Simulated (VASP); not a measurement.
# Sb in VASP: notebook, part 3 of 3

VASP 6.6.1. Earlier steps stand in the parts before.

## 7. Single point, PBE (uniaxial strain along a: +4.0 %, then relaxed in part)

File INCAR:

```
SYSTEM = Sb
PREC = Accurate
ENCUT = 520
EDIFF = 1E-7
ISMEAR = 0
SIGMA = 0.1
LREAL = .FALSE.
LASPH = .TRUE.
NELM = 60
ALGO = Normal
ISIF = 2
LWAVE = .FALSE.
LCHARG = .FALSE.
GGA = PE
NBANDS = 12
```

File KPOINTS:

```
regular mesh
0
G
  14 10 10
  0 0 0
```

File POSCAR:

```
Sb
1.0
    3.2348970853      0.0000000000     -0.0000304263
    0.0000000000      4.3875491015      0.0000000000
   -0.0099169865      0.0000000000      4.3873875948
Sb
2
Direct
    0.0000091016      0.7500000000      0.7499771490
    0.9999908984      0.2500000000      0.2500228510
```

Potentials or basis: VASP PAW PBE potentials, release 64 (Sb).

The run is started by

```bash
$ cat potpaw_PBE.64/Sb/POTCAR > POTCAR
$ mpirun -np 1 vasp_std > vasp.out
```

OUTCAR:

```text
SYSTEM = Sb
   PREC = Accurate
   ENCUT = 520
   EDIFF = 1E-7
   ISMEAR = 0
   LREAL = .FALSE.
   LASPH = .TRUE.
   NELM = 60
   ISIF = 2
   GGA = PE

 ion  position               nearest neighbor table
   1  0.000  0.750  0.750-   2 3.10   2 3.10   2 3.10   2 3.10
   2  1.000  0.250  0.250-   1 3.10   1 3.10   1 3.10   1 3.10

  LATTYP: Found a simple monoclinic cell.
 ALAT       =     3.2348970854
 B/A-ratio  =     1.3563179865
 C/A-ratio  =     1.3562715248
 COS(beta)  =    -0.0022697396

  Lattice vectors:

 A1 = (   3.2348970853,   0.0000000000,  -0.0000304263)
 A2 = (   0.0000000000,   4.3875491015,   0.0000000000)
 A3 = (  -0.0099169865,   0.0000000000,   4.3873875948)

Analysis of symmetry for initial positions (statically):
=====================================================================
 Subroutine PRICEL returns:
 Original cell was already a primitive cell.

 Routine SETGRP: Setting up the symmetry group for a
 simple monoclinic supercell.

 Subroutine GETGRP returns: Found  4 space group operations
 (whereof  2 operations were pure point group operations)
 out of a pool of  4 trial point group operations.

[... 180 lines left out ...]
      6       9.0350      0.00000
      7      10.1364      0.00000
      8      10.1365      0.00000
      9      13.0404      0.00000
     10      13.0433      0.00000
     11      13.7441      0.00000
     12      14.8220      0.00000
[... 331 lines left out ...]
 k-point    24 :       0.5000    0.2000    0.0000
  band No.  band energies     occupation
      1      -3.2374      2.00000
      2       0.7318      2.00000
      3       1.6715      2.00000
      4       4.9106      2.00000
      5       5.2441      2.00000
      6       5.7714      2.00000
      7      10.2148      0.00000
      8      10.6494      0.00000
      9      11.3258      0.00000
     10      11.8872      0.00000
     11      12.3759      0.00000
     12      15.2537      0.00000

 [... further k-points ...]

------------------------ aborting loop because EDIFF is reached ----------------------------------------

  FORCE on cell =-STRESS in cart. coord.  units (eV):
  Direction    XX          YY          ZZ          XY          YZ          ZX
  --------------------------------------------------------------------------------------
  -------------------------------------------------------------------------------------
  Total       -1.8795417     -0.0131511     -0.0127985      0.0000000      0.0000000      0.0097384
  in kB      -48.3586419     -0.3383644     -0.3292919      0.0000000      0.0000000      0.2505581
  external PRESSURE =     -16.3420994 kB  Pullay stress =       0.0000000 kB

 VOLUME and BASIS-vectors are now :
 -----------------------------------------------------------------------------
  energy-cutoff  :      520.00
  volume of cell :       62.27
      direct lattice vectors                 reciprocal lattice vectors
     3.234897085  0.000000000 -0.000030426     0.309128852  0.000000000  0.000698736
     0.000000000  4.387549102  0.000000000     0.000000000  0.227917677  0.000000000
    -0.009916987  0.000000000  4.387387595     0.000002144  0.000000000  0.227926072

 POSITION                                       TOTAL-FORCE (eV/Angst)
 -----------------------------------------------------------------------------------
     -0.00741      3.29066      3.29044        -0.000016      0.000000      0.000160
      3.23239      1.09689      1.09692         0.000016     -0.000000     -0.000160
 -----------------------------------------------------------------------------------
    total drift:                               -0.000000      0.000000     -0.000000

  FREE ENERGIE OF THE ION-ELECTRON SYSTEM (eV)
  ---------------------------------------------------
  free  energy   TOTEN  =        -8.1526587239 eV

  energy  without entropy=       -8.1470681858  energy(sigma->0) =       -8.14986345
```

Wall time 3.9 min (1 thread of Intel Xeon 8259CL, shared host); peak memory 0.4 GiB.

Results:

- Free energy: -8.1527 eV
- Pressure: -1.6 GPa
- Band gap on the k mesh: zero (bands 5 and 6 overlap by 7.58 eV)

Levels at points of the mesh, in eV from the Fermi level:
```tsv
k point	band 3	band 4	band 5	band 6	band 7	band 8
(0.00, 0.00, 0.00)	-3.26	-3.26	2.43	2.46	3.56	3.56
(0.50, 0.00, 0.00)	-4.73	-1.70	-1.70	-1.10	4.71	5.04
(0.00, 0.50, 0.00)	-1.07	-1.07	-0.60	-0.60	4.11	4.11
(0.50, 0.50, 0.00)	-3.53	-3.53	0.54	0.54	1.40	1.40
(0.00, 0.00, 0.50)	-1.07	-1.07	-0.60	-0.60	4.11	4.11
(0.50, 0.00, 0.50)	-3.53	-3.53	0.54	0.55	1.40	1.40
(0.00, 0.50, 0.50)	-5.30	-5.30	4.46	4.46	5.58	5.58
(0.50, 0.50, 0.50)	-3.62	-3.62	-3.08	-3.08	2.35	2.35
```

Caveat: the cell differs from its parent crystal (uniaxial strain along a: +4.0 %, then relaxed in part); spin-orbit coupling is left out, which moves the levels of the heavy elements.

## 8. The runs side by side

| cell | gap on the mesh (eV) | pressure (GPa) |
| --- | --- | --- |
| a = 3.110, b = 4.396, c = 4.395 Å, angles 90.0, 90.1, 90.0°, 2 atoms | none | 0.0 |
| a = 3.173, b = 4.374, c = 4.373 Å, angles 90.0, 90.1, 90.0°, 2 atoms | none | -0.5 |
| a = 3.173, b = 4.391, c = 4.390 Å, angles 90.0, 90.1, 90.0°, 2 atoms | none | -0.9 |
| a = 3.235, b = 4.352, c = 4.351 Å, angles 90.0, 90.1, 90.0°, 2 atoms | none | -0.7 |
| a = 3.297, b = 4.330, c = 4.329 Å, angles 90.0, 90.1, 90.0°, 2 atoms | none | -0.8 |
| a = 3.235, b = 4.388, c = 4.387 Å, angles 90.0, 90.1, 90.0°, 2 atoms | none | -1.6 |

Alike in all rows: task single point; level PBE; potentials or basis VASP PAW PBE potentials, release 64 (Sb); no spin polarisation; k mesh 14 × 10 × 10; cutoff (eV) 520; smearing gaussian 0.1 eV.

Caveats: spin-orbit coupling is left out, which moves the levels of the heavy elements.

Absolute energies hang on the potentials; compare differences alone.
